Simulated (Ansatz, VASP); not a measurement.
# N in VASP and in Ansatz

```
CELL_PARAMETERS angstrom
-4.62582 0.00000 0.00000
-2.31291 -4.00607 0.00000
-0.77097 1.33536 17.22250
ATOMIC_POSITIONS crystal
N 0.08522 0.58145 0.74435
N 0.22091 0.44575 0.33726
N 0.10650 0.56016 0.68049
N 0.24220 0.42446 0.27339
N 0.62210 0.71124 0.13371
N 0.48640 0.84693 0.54080
N 0.64339 0.68995 0.06984
N 0.50769 0.82565 0.47694
```

Alike in both runs: task single point; functional PBEsol; k mesh 6 × 6 × 2; occupations gaussian, width 0.05 eV; no spin polarisation.

```csv
,VASP,Ansatz
version,VASP 6.6.1,Ansatz 0.2.0
potentials or method,"VASP PAW PBE potentials, release 64 (N), cutoff 520 eV","scalar-relativistic, plane waves, PAW"
valence electrons in the cell,40,40
```

Ansatz gave:

* gap on the k mesh at the Fermi level (eV): 7.51
* least direct gap on the mesh (eV): 7.71
* pressure (GPa): 0.0
* traceless stress, the component that is largest in VASP (GPa): 0.00
* rms of the force components (eV/Å): 0.005

Question: Which values does VASP return?

Answer: gap on the k mesh at the Fermi level (eV): 7.46; least direct gap on the mesh (eV): 7.67; pressure (GPa): 1.3; traceless stress, the component that is largest in VASP (GPa): 2.72; rms of the force components (eV/Å): 1.090.

VASP's potentials were made for PBE, not for PBEsol. Atom by atom the forces differ by 1.086 eV/Å (rms over components).

Noted on VASP's run: the standard files for N, O and F lose accuracy on very short bonds.
